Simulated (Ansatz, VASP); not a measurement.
**One calculation of Ti, two programs**

The input POSCAR:

```
Ti
1.0
    0.0000000000      2.0300000000      2.0300000000
    2.0300000000      0.0000000000      2.0300000000
    2.0300000000      2.0300000000      0.0000000000
Ti
1
Direct
    0.0000000000      0.0000000000      0.0000000000
```

The input INCAR.step1:

```
  ALGO = Normal
  EDIFF = 1E-5
  ENCUT = 600
  GGA = PE
  ISMEAR = -1
  LASPH = T
  LCHARG = F
  LREAL = F
  LWAVE = T
  NBANDS = 12
  NELM = 80
  PREC = Accurate
  SIGMA = 0.05
```

INCAR.step2

```
  AEXX = 0.25
  ALGO = Normal
  EDIFF = 1E-6
  EDIFFG = -0.01
  ENCUT = 600
  GGA = PE
  HFSCREEN = 0.3
  IBRION = 2
  ISIF = 3
  ISMEAR = -1
  ISTART = 1
  LASPH = T
  LCHARG = F
  LHFCALC = T
  LREAL = F
  LWAVE = F
  NELM = 80
  NSW = 60
  PREC = Accurate
  PRECFOCK = Normal
  SIGMA = 0.05
```

File KPOINTS:

```
k-points
0
Gamma
  6 6 6
```

The input input:

```
crystal:
  lattice:
    - [0.0, 2.03, 2.03]
    - [2.03, 0.0, 2.03]
    - [2.03, 2.03, 0.0]
  atoms:
    - { symbol: Ti, position: [0.0, 0.0, 0.0] }
hamiltonian:
  xc: { exchange: pbe, correlation: pbe, exx: { coeff: 0.25, omega: 0.3 } }
  pseudopotentials: { kind: paw }
kpoints:
  mp_grid: { grid: [6, 6, 6] }
scf:
  occupations: { method: fermi_dirac, width: 0.05 }
output:
  forces: true
  stress: true
  eigenvalues: true
  write_density: true
  write_potential: true
  elf: true
  volumetric_format: npy
relax:
  f_tol: 0.01
  max_steps: 40
  cell: { stress_tol: 0.05 }
```

Alike in both runs: task relaxation of cell and atoms; functional PBE-based screened hybrid with a share of 0.25 of exact exchange and HFSCREEN = 0.3; k mesh 6 × 6 × 6; occupations fermi-dirac, width 0.05 eV; no spin polarisation.

```csv
,VASP,Ansatz
version,VASP 6.6.1,Ansatz 0.2.0
potentials or method,"VASP PAW PBE potentials, release 64 (Ti_sv)",Ansatz PAW
plane-wave cutoff (eV),600,420
valence electrons in the cell,12,12
```

VASP gave:

```
gap on the k mesh at the Fermi level, each at its own relaxed structure (eV) : none
relaxed volume (Å³/atom)                                                     : 17.24
relaxed length of the cell vector where the two differ most in proportion (Å)              : 2.900
```

Problem. Which values does Ansatz return?

Solution. gap on the k mesh at the Fermi level, each at its own relaxed structure (eV): none; relaxed volume (Å³/atom): 17.32; relaxed length of the cell vector where the two differ most in proportion (Å): 2.904.

VASP's potentials were made for PBE, not for PBE-based screened hybrid. A gap of «none» marks a metal or a gap that the smearing closes.

The k mesh is coarse, so the values compare programs but aren't converged. Noted on Ansatz's run: the plane-wave basis is chosen anew once the cell has moved, so the energies of steps on either side of that aren't comparable.
